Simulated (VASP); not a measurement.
# P (P2/m) in VASP: further runs

The runs below take P through single point, with PBE-based screened hybrid with 25 % exact exchange.

Program: VASP 6.6.1. These are calculated values, not measurements. Logs are shortened: lines on timing, memory, paths and dates and some standing lists are left out, and cuts for length are marked.

**1. The cell of the first run**

Symmetry: P2/m, No. 10, monoclinic system. Conventional cell: a = 2.425 Å, b = 2.439 Å, c = 4.852 Å, α = 90.00°, β = 90.24°, γ = 90.00°. Within 3.2 Å of P (site symmetry m) lie 6 P at 2.42 to 2.44 Å.

This isn't the form of P at room conditions, which is orthorhombic.

**2. Single point, PBE-based screened hybrid with 25 % exact exchange**

POSCAR reads:

```
P
1.0
    2.4246941115      0.0000000000      0.0000000000
    0.0000000000      2.4385351442      0.0000000000
   -0.0203144631      0.0000000000      4.8524328982
P
2
Direct
    0.0000000300      0.0000000000      0.7494253600
    0.9999999700      0.0000000000      0.2505746400
```

INCAR.step1 reads:

```
SYSTEM = P
PREC = Accurate
ENCUT = 520
EDIFF = 1E-5
ISMEAR = -1
SIGMA = 0.05
LREAL = .False.
LASPH = .True.
NELM = 80
ALGO = Normal
ISIF = 2
LWAVE = .True.
LCHARG = .False.
NBANDS = 12
GGA = PE
```

INCAR.step2 reads:

```
SYSTEM = P
PREC = Accurate
ENCUT = 520
EDIFF = 1E-6
ISMEAR = -1
SIGMA = 0.05
LREAL = .False.
LASPH = .True.
NELM = 80
ALGO = Normal
ISIF = 2
LWAVE = .False.
LCHARG = .False.
GGA = PE
LHFCALC = .True.
AEXX = 0.25
HFSCREEN = 0.15
PRECFOCK = Normal
NBANDS = 12
ISTART = 1
```

KPOINTS reads:

```
Automatic mesh
0
Gamma
  6 6 3
  0 0 0
```

Potentials or basis: VASP PAW PBE potentials, release 64 (P).

Command:

```
$ cat potpaw_PBE.64/P/POTCAR > POTCAR
$ cp INCAR.step1 INCAR
$ mpirun -np 1 vasp_std > vasp.out
$ cp INCAR.step2 INCAR
$ mpirun -np 1 vasp_std > vasp.out
```

OUTCAR:

```text
SYSTEM = P
   PREC = Accurate
   ENCUT = 520
   EDIFF = 1E-6
   ISMEAR = -1
   LREAL = .False.
   LASPH = .True.
   NELM = 80
   ISIF = 2
   GGA = PE
   LHFCALC = .True.
   AEXX = 0.25
   HFSCREEN = 0.15
   PRECFOCK = Normal
   ISTART = 1

 ion  position               nearest neighbor table
   1  0.000  0.000  0.749-   2 2.42   2 2.43
   2  1.000  0.000  0.251-   1 2.42   1 2.43

  LATTYP: Found a simple monoclinic cell.
 ALAT       =     2.4246941115
 B/A-ratio  =     1.0057083624
 C/A-ratio  =     2.0012732318
 COS(beta)  =    -0.0041864124

  Lattice vectors:

 A1 = (   2.4246941115,   0.0000000000,   0.0000000000)
 A2 = (   0.0000000000,   2.4385351442,   0.0000000000)
 A3 = (  -0.0203144631,   0.0000000000,   4.8524328982)

Analysis of symmetry for initial positions (statically):
=====================================================================
 Subroutine PRICEL returns:
 Original cell was already a primitive cell.

 Routine SETGRP: Setting up the symmetry group for a
 simple monoclinic supercell.

 Subroutine GETGRP returns: Found  4 space group operations
 (whereof  4 operations were pure point group operations)
 out of a pool of  4 trial point group operations.

The static configuration has the point symmetry C_2h.

Analysis of symmetry for dynamics (positions and initial velocities):
=====================================================================
 Subroutine PRICEL returns:
 Original cell was already a primitive cell.

 Routine SETGRP: Setting up the symmetry group for a
 simple monoclinic supercell.

 Subroutine GETGRP returns: Found  4 space group operations
 (whereof  4 operations were pure point group operations)
 out of a pool of  4 trial point group operations.

The dynamic configuration has the point symmetry C_2h.

 Subroutine INISYM returns: Found  4 space group operations
 (whereof  4 operations are pure point group operations),
 and found     1 'primitive' translations

----------------------------------------------------------------------------------------

                                     Primitive cell

  volume of cell :      28.6910

  direct lattice vectors                    reciprocal lattice vectors
     2.424694112  0.000000000  0.000000000     0.412423157  0.000000000  0.001726589
     0.000000000  2.438535144  0.000000000     0.000000000  0.410082259  0.000000000
    -0.020314463  0.000000000  4.852432898     0.000000000  0.000000000  0.206082190

  length of vectors
     2.424694112  2.438535144  4.852475421     0.412426771  0.410082259  0.206082190

  position of ions in fractional coordinates (direct lattice)
     0.000000030  0.000000000  0.749425360
     0.999999970  0.000000000  0.250574640

  ion indices of the primitive-cell ions
   primitive index   ion index
                 1           1
                 2           2

----------------------------------------------------------------------------------------

 KPOINTS: Automatic mesh

Automatic generation of k-mesh.
 Grid dimensions read from file:
 generate k-points for:    6    6    3

 Generating k-lattice:

  Cartesian coordinates                     Fractional coordinates (reciprocal lattice)
     0.068737193  0.000000000  0.000287765     0.166666667  0.000000000  0.000000000
     0.000000000  0.068347043  0.000000000     0.000000000  0.166666667  0.000000000
     0.000000000  0.000000000  0.068694063     0.000000000  0.000000000  0.333333333

  Length of vectors
     0.068737795  0.068347043  0.068694063

  Shift w.r.t. Gamma in fractional coordinates (k-lattice)
     0.000000000  0.000000000  0.000000000

 Subroutine IBZKPT returns following result:
 ===========================================

 Found     40 irreducible k-points:

 Following reciprocal coordinates:
            Coordinates               Weight
  0.000000  0.000000  0.000000      1.000000
  0.166667  0.000000 -0.000000      2.000000
  0.333333  0.000000 -0.000000      2.000000
  0.500000  0.000000 -0.000000      1.000000
  0.000000  0.166667  0.000000      2.000000
  0.166667  0.166667 -0.000000      4.000000
[... 16 lines left out ...]
  0.000000  0.166667  0.333333      4.000000
  0.166667  0.166667  0.333333      4.000000
 [... further k-points ...]
   k-points           NKPTS =     40   k-points in BZ     NKDIM =    108   number of bands    NBANDS=     12
   number of dos      NEDOS =    301   number of ions     NIONS =      2
   total plane-waves  NPLWV =  11664
   dimension x,y,z NGX =    18 NGY =   18 NGZ =   36
   dimension x,y,z NGXF=    36 NGYF=   36 NGZF=   72
   ions per type =               2
   NGX,Y,Z   is equivalent  to a cutoff of  12.34, 12.27, 12.33 a.u.
   NGXF,Y,Z  is equivalent  to a cutoff of  24.68, 24.54, 24.67 a.u.
 SYSTEM =  P
   PREC   = accura    normal or accurate (medium, high low for compatibility)
   ISTART =      1    job   : 0-new  1-cont  2-samecut
   ICHARG =      0    charge: 1-file 2-atom 10-const
   ISPIN  =      1    spin polarized calculation?
   LNONCOLLINEAR =      F non collinear calculations
   LSORBIT =      F    spin-orbit coupling
   LASPH  =      T    aspherical Exc in radial PAW
   ENCUT  =  520.0 eV  38.22 Ry    6.18 a.u.   4.51  4.53  9.02*2*pi/ulx,y,z
   NELM   =     80;   NELMIN=  2; NELMDL=  0     # of ELM steps
   EDIFF  = 0.1E-05   stopping-criterion for ELM
   LREAL  =      F    real-space projection
   EDIFFG = 0.1E-04   stopping-criterion for IOM
   NSW    =      0    number of steps for IOM
   IBRION =     -1    ionic relax: 0-MD 1-quasi-New 2-CG
   NFREE  =      0    steps in history (QN), initial steepest desc. (CG)
   ISIF   =      2    stress and relaxation
   ISYM   =      3    0-nonsym 1-usesym 2-fastsym
   POTIM  = 0.5000    time-step for ionic-motion
   TEBEG  =    0.0;   TEEND  =   0.0 temperature during run
   PSTRESS=    0.0 pullay stress
   NELECT =      10.0000    total number of electrons
   NUPDOWN=      -1.0000    fix difference up-down
   EMIN   =  10.00;   EMAX   =-10.00  energy-range for DOS
   EFERMI =   0.00;   METHOD = LEGACY
   ISMEAR =    -1;   SIGMA  =   0.05  broadening in eV -4-tet -1-fermi 0-gaus
   EFERMI_NEDOS =   21; number of points for ismear=-14 and -15
   IALGO  =     38    algorithm
   IMIX   =      1    mixing-type and parameters
     AMIX     =   0.40;   BMIX     =  1.00
     AMIX_MAG =   1.60;   BMIX_MAG =  1.00
  volume/ion in A,a.u.               =      14.35        96.81
  Fermi-wavevector in a.u.,A,eV,Ry     =   1.152107  2.177167 18.059715  1.327352
  Thomas-Fermi vector in A             =   2.288761
   LORBIT       =      0    0 simple, 1 ext, 2 COOP (PROOUT), +10 PAW based schemes
   GGA     = PE    functional components
   LHFCALC =     T    Hartree Fock is set to
   PRECFOCK=normal    Normal, Fast or Accurate (Low or Medium for compatibility)
   ENCUT4O =  -1.0   cutoff for four orbital integrals eV
   NKREDX  =     1    reduce k-point grid by
   NKREDY  =     1    reduce k-point grid by
   NKREDZ  =     1    reduce k-point grid by
   AEXX    =    0.2500 exact exchange contribution
   HFSCREEN=    0.1500 screening length (either q_TF or 0.3 A-1)
   HFSCREENC=   0.1500 screening length for correlation (either q_TF or 0.3 A-1)
   ENCUTFOCK=  -1.0 apply spherical cutoff to Coloumb kernel
   IVDW    =     0    specifies the selected vdW correction
   LEPSILON=     F    determine dielectric tensor
   LRPA    =     F    only Hartree local field effects (RPA)
 non-spin polarized calculation
  energy-cutoff  :      520.00
  volume of cell :       28.69
 maximum number of plane-waves:       792
  NGX = 14; NGY = 14; NGZ = 28

 number of electron       9.9999996 magnetization

 Free energy of the ion-electron system (eV)
  ---------------------------------------------------
  ext. energy  EPLUGINS =         0.00000000
  ---------------------------------------------------
  free energy    TOTEN  =       -12.88685260 eV

  energy without entropy =      -12.88133829  energy(sigma->0) =      -12.88409544

 E-fermi :   9.9800     XC(G=0):  -9.2435

 val. band max:        9.8904164261   @ k =  -0.1667   0.1667   0.3333
 cond. band min:      10.0561300494   @ k =   0.1667   0.1667   0.3333
 fundamental gap:      0.1657136233
 Fermi energy:         9.9800284812

 k-point     1 :       0.0000    0.0000    0.0000
  band No.  band energies     occupation
      1      -9.0246      2.00000
      2      -4.1370      2.00000
      3      -0.3243      2.00000
      4      15.4876      0.00000
      5      15.7600      0.00000
      6      15.8057      0.00000
      7      17.1855      0.00000
      8      17.3119      0.00000
      9      18.7894      0.00000
     10      19.0489      0.00000
     11      20.1716      0.00000
     12      25.2080      0.00000

 k-point     2 :       0.1667    0.0000   -0.0000
  band No.  band energies     occupation
      1      -8.3203      2.00000
      2      -3.4208      2.00000
      3       0.3240      2.00000
      4       9.4785      1.99991
      5      13.5122      0.00000
      6      16.0704      0.00000
      7      16.3434      0.00000
      8      17.7942      0.00000
      9      19.3015      0.00000
     10      19.6962      0.00000
     11      22.0367      0.00000
     12      24.0080      0.00000

 k-point     3 :       0.3333    0.0000   -0.0000
  band No.  band energies     occupation
      1      -6.2849      2.00000
      2      -1.3152      2.00000
      3       2.0907      2.00000
      4       3.2674      2.00000
      5       7.4943      2.00000
      6      13.8921      0.00000
      7      17.6034      0.00000
      8      17.8498      0.00000
      9      19.2194      0.00000
     10      20.6705      0.00000
     11      25.0699      0.00000
     12      26.7771      0.00000

 k-point     4 :       0.5000    0.0000   -0.0000
  band No.  band energies     occupation
      1      -4.1209      2.00000
      2      -0.3254      2.00000
      3       1.2887      2.00000
      4       3.4873      2.00000
      5       3.5748      2.00000
      6      11.0752      0.00000
      7      18.7995      0.00000
      8      19.0303      0.00000
      9      20.1756      0.00000
     10      21.7526      0.00000
     11      25.3428      0.00000
     12      25.5482      0.00000

 k-point     5 :       0.0000    0.1667    0.0000
  band No.  band energies     occupation
      1      -8.3333      2.00000
      2      -3.4315      2.00000
      3       0.3111      2.00000
      4       9.2495      2.00000
      5      13.3588      0.00000
      6      16.3292      0.00000
      7      16.3743      0.00000
      8      17.8802      0.00000
      9      19.5406      0.00000
     10      19.5531      0.00000
     11      22.0464      0.00000
     12      24.0356      0.00000
[... 228 lines left out ...]
      1      -5.5913      2.00000
      2      -3.5209      2.00000
      3       3.9311      2.00000
      4       4.9813      2.00000
      5       6.6558      2.00000
      6      12.1722      0.00000
      7      16.7260      0.00000
      8      18.1298      0.00000
      9      19.5647      0.00000
     10      21.4409      0.00000
     11      23.3978      0.00000
     12      25.1261      0.00000

 k-point    22 :      -0.1667    0.0000    0.3333
  band No.  band energies     occupation
      1      -7.6231      2.00000
      2      -5.5754      2.00000
      3       3.8783      2.00000
      4       9.4337      1.99996
      5      11.1174      0.00000
      6      12.1041      0.00000
      7      16.6297      0.00000
      8      18.1377      0.00000
      9      20.4692      0.00000
     10      21.5291      0.00000
     11      23.5107      0.00000
     12      25.6746      0.00000

 k-point    23 :       0.0000    0.1667    0.3333
  band No.  band energies     occupation
      1      -7.6304      2.00000
      2      -5.5975      2.00000
      3       3.8875      2.00000
      4       9.2624      2.00000
      5      11.0074      0.00000
      6      11.9660      0.00000
      7      16.9266      0.00000
      8      18.3947      0.00000
      9      20.6149      0.00000
     10      21.4806      0.00000
     11      23.4084      0.00000
     12      25.5653      0.00000

 k-point    24 :       0.1667    0.1667    0.3333
  band No.  band energies     occupation
      1      -6.9209      2.00000
      2      -4.9033      2.00000
      3       4.5423      2.00000
      4       9.8753      1.78062
      5      10.0561      0.35833
      6      11.6153      0.00000
      7      13.0215      0.00000
      8      14.2397      0.00000
      9      22.6964      0.00000
     10      23.0676      0.00000
     11      26.0028      0.00000
     12      26.1931      0.00000

 [... further k-points ...]

------------------------ aborting loop because EDIFF is reached ----------------------------------------

  FORCE on cell =-STRESS in cart. coord.  units (eV):
  Direction    XX          YY          ZZ          XY          YZ          ZX
  --------------------------------------------------------------------------------------
  -------------------------------------------------------------------------------------
  Total       -0.8352301     -0.0175276     -0.7743560      0.0000000      0.0000000      0.0489793
  in kB      -46.6413610     -0.9787833    -43.2419971      0.0000000      0.0000000      2.7351273
  external PRESSURE =     -30.2873805 kB  Pullay stress =       0.0000000 kB

 VOLUME and BASIS-vectors are now :
 -----------------------------------------------------------------------------
  energy-cutoff  :      520.00
  volume of cell :       28.69
      direct lattice vectors                 reciprocal lattice vectors
     2.424694112  0.000000000  0.000000000     0.412423157  0.000000000  0.001726589
     0.000000000  2.438535144  0.000000000     0.000000000  0.410082259  0.000000000
    -0.020314463  0.000000000  4.852432898     0.000000000  0.000000000  0.206082190

 POSITION                                       TOTAL-FORCE (eV/Angst)
 -----------------------------------------------------------------------------------
     -0.01522      0.00000      3.63654         0.000226      0.000000      0.015924
      2.41960      0.00000      1.21590        -0.000226      0.000000     -0.015924
 -----------------------------------------------------------------------------------
    total drift:                                0.000000      0.000000      0.000000

  FREE ENERGIE OF THE ION-ELECTRON SYSTEM (eV)
  ---------------------------------------------------
  free  energy   TOTEN  =       -12.8868525986 eV

  energy  without entropy=      -12.8813382892  energy(sigma->0) =      -12.88409544
```

It took 15 min on 1 thread of Intel Xeon 8259CL, shared host; peak memory 0.24 GiB.

What came out:

| Property | Result |
| --- | --- |
| Free energy | -12.8869 eV |
| Pressure | -3.0 GPa |
| Largest force | 0.016 eV/Å |
| Band gap on the k mesh | zero (bands 5 and 6 overlap by 10.25 eV) |

Forces on the atoms (eV/Å):
```
P    0.000  0.000  0.016
P    0.000  0.000 -0.016
```

Caveat: the k points lie up to 0.43 Å⁻¹ apart, too coarse for converged energies and pressures of a metal; the PAW data sets were made with another functional, which shifts forces and pressure a little.

**3. Single point, PBE-based screened hybrid with 25 % exact exchange**

POSCAR is that of step 2.

INCAR.step1 reads:

```
PREC     = Accurate       # precision mode
ENCUT    = 520            # plane-wave cutoff, eV
EDIFF    = 1E-5           # SCF threshold, eV
ISMEAR   = -1             # smearing method
SIGMA    = 0.05           # smearing width, eV
LREAL    = F              # projectors in reciprocal space
LASPH    = T              # aspherical terms in the spheres
NELM     = 80             # most SCF steps
ALGO     = Normal         # electronic algorithm
ISIF     = 2              # what is computed and relaxed
LWAVE    = T              # write WAVECAR
LCHARG   = F              # write CHGCAR
GGA      = PE             # functional
NBANDS   = 12             # bands
```

INCAR.step2 reads:

```
PREC     = Accurate       # precision mode
ENCUT    = 520            # plane-wave cutoff, eV
EDIFF    = 1E-6           # SCF threshold, eV
ISMEAR   = -1             # smearing method
SIGMA    = 0.05           # smearing width, eV
LREAL    = F              # projectors in reciprocal space
LASPH    = T              # aspherical terms in the spheres
NELM     = 80             # most SCF steps
ALGO     = Normal         # electronic algorithm
ISIF     = 2              # what is computed and relaxed
LWAVE    = F              # write WAVECAR
LCHARG   = F              # write CHGCAR
GGA      = PE             # functional
LHFCALC  = T              # exact exchange
AEXX     = 0.25           # exact-exchange fraction
HFSCREEN = 0.2            # screening, 1/A
PRECFOCK = Normal       
ISTART   = 1            
NBANDS   = 12             # bands
```

KPOINTS reads:

```
Automatic mesh
0
Gamma
  6 6 3
```

Potentials or basis: VASP PAW PBE potentials, release 64 (P).

Command:

```
$ cat potpaw_PBE.64/P/POTCAR > POTCAR
$ cp INCAR.step1 INCAR
$ mpirun -np 1 vasp_std > vasp.out
$ cp INCAR.step2 INCAR
$ mpirun -np 1 vasp_std > vasp.out
```

Wall time 17 min (1 thread of Intel Xeon 8259CL, shared host); peak memory 0.24 GiB.

The run converged. Its results:

| Quantity | Value |
| --- | --- |
| Free energy | -12.6320 eV |
| Pressure | -2.7 GPa |
| Largest force | 0.017 eV/Å |
| Band gap on the k mesh | zero (bands 5 and 6 overlap by 10.10 eV) |

Forces in eV/Å, atoms in the order of the input:
```
P    0.000  0.000  0.017
P    0.000  0.000 -0.017
```

Stress tensor (GPa, compression positive):
```
-3.67  0.00  0.17
 0.00 -0.95  0.00
 0.17  0.00 -3.49
```

Levels at points of the mesh, in eV from the Fermi level:
| k point | band 3 | band 4 | band 5 | band 6 | band 7 | band 8 |
| --- | --- | --- | --- | --- | --- | --- |
| (0.00, 0.00, 0.00) | -10.20 | 5.44 | 5.70 | 5.75 | 7.15 | 7.25 |
| (0.50, 0.00, 0.00) | -8.59 | -6.40 | -6.31 | 1.04 | 8.72 | 8.95 |
| (0.00, 0.50, 0.00) | -8.75 | -6.45 | -6.33 | 1.04 | 8.85 | 8.90 |
| (0.50, 0.50, 0.00) | -6.32 | -2.98 | -2.90 | -2.80 | -1.61 | 1.04 |

Caveat: the k points lie up to 0.43 Å⁻¹ apart, too coarse for converged energies and pressures of a metal; the PAW data sets were made with another functional, which shifts forces and pressure a little.

The gap in the log of VASP goes by the Fermi energy; the results here count the filled bands.